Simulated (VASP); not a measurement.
Input of a VASP 6.6.1 run:

The input INCAR:

```
PREC = Accurate
ENCUT = 600
EDIFF = 1E-6
ISMEAR = 0
SIGMA = 0.1
LREAL = F
LASPH = T
NELM = 60
ALGO = Normal
ISIF = 3
LWAVE = F
LCHARG = F
GGA = PE
IBRION = 2
NSW = 90
EDIFFG = -0.04
```

KPOINTS

```
Automatic mesh
0
Gamma
  6 6 4
```

Contents of POSCAR:

```
Sb
1.0
    2.9106372900     -1.4879445300      0.0000000000
    2.9106372900      1.4879445300      0.0000000000
   -2.7580725800      0.0000000000      5.1873492700
Sb
2
Direct
    0.8895348800      0.1104651200      0.7500000000
    0.1104651200      0.8895348800      0.2500000000
```

Potentials or basis: VASP PAW PBE potentials, release 64 (Sb).

Run with:

```bash
$ cat potpaw_PBE.64/Sb/POTCAR > POTCAR
$ mpirun -np 1 vasp_std > vasp.out
```

Problem. What does it give for the relaxed cell?

Solution. a = 3.488 Å, b = 3.488 Å, c = 6.169 Å, α = 113.38°, β = 113.38°, γ = 55.61°.

Problem. Predict the space group after relaxing (to 0.05 Å).

Solution. C2/c (No. 15).

Problem. Predict the relaxed volume.

Solution. 27.68 Å³/atom.

Problem. Estimate the band gap on the k mesh.

Solution. Zero (band 5 reaches 12.79 eV, above the bottom of band 6 at 5.70 eV).

Final structure:
```cif
data_structure
_symmetry_space_group_name_H-M 'P 1'
_symmetry_Int_Tables_number 1
_cell_length_a 3.4882
_cell_length_b 3.4882
_cell_length_c 6.1691
_cell_angle_alpha 113.381
_cell_angle_beta 113.381
_cell_angle_gamma 55.610
_cell_volume 55.36
loop_
_atom_site_label
_atom_site_type_symbol
_atom_site_fract_x
_atom_site_fract_y
_atom_site_fract_z
_atom_site_occupancy
Sb1 Sb 0.88877 0.11123 0.75000 1
Sb2 Sb 0.11123 0.88877 0.25000 1
```

Caveat: the k points lie up to 0.37 Å⁻¹ apart in the final cell; the volume moved by over 15 % at a fixed basis, so the end points are rough; spin-orbit coupling is left out, which moves the levels of the heavy elements.
